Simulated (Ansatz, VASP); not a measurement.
# SnSe in VASP and in Ansatz

```
CELL_PARAMETERS angstrom
2.11534 -5.79805 0.00000
2.11534 5.79805 0.00000
0.00000 0.00000 4.22912
ATOMIC_POSITIONS crystal
Sn 0.87662 0.12338 0.25000
Sn 0.12338 0.87662 0.75000
Se 0.64116 0.35884 0.25000
Se 0.35884 0.64116 0.75000
```

Alike in both runs: functional PBE; dispersion D3(BJ); k mesh 8 × 8 × 6; occupations gaussian, width 0.02 eV; no spin polarisation.

Ansatz relaxed the structure, and its values are those at the end. VASP's run is a single point on that final structure, the one shown.

|  | VASP | Ansatz |
| --- | --- | --- |
| version | VASP 6.6.1 | Ansatz 0.2.0 |
| potentials or method | VASP PAW PBE potentials, release 64 (Sn_d, Se), cutoff 520 eV | scalar-relativistic, plane waves, PAW |
| valence electrons in the cell | 40 | 60 |

```tsv
	VASP	Ansatz	Ansatz less VASP
gap on the k mesh at the Fermi level (eV)	0.12	0.13	+0.012
least direct gap on the mesh (eV)	0.23	0.24	+0.007
pressure (GPa)	0.0	0.0	-0.04
rms of the force components (eV/Å)	0.011	0.004	-0.0068
```

VASP's potentials hold 40 valence electrons a cell and Ansatz's 60, so a difference there can come from the potentials and not from the codes. Ansatz's warnings: relaxed geometry near dispersion switch.
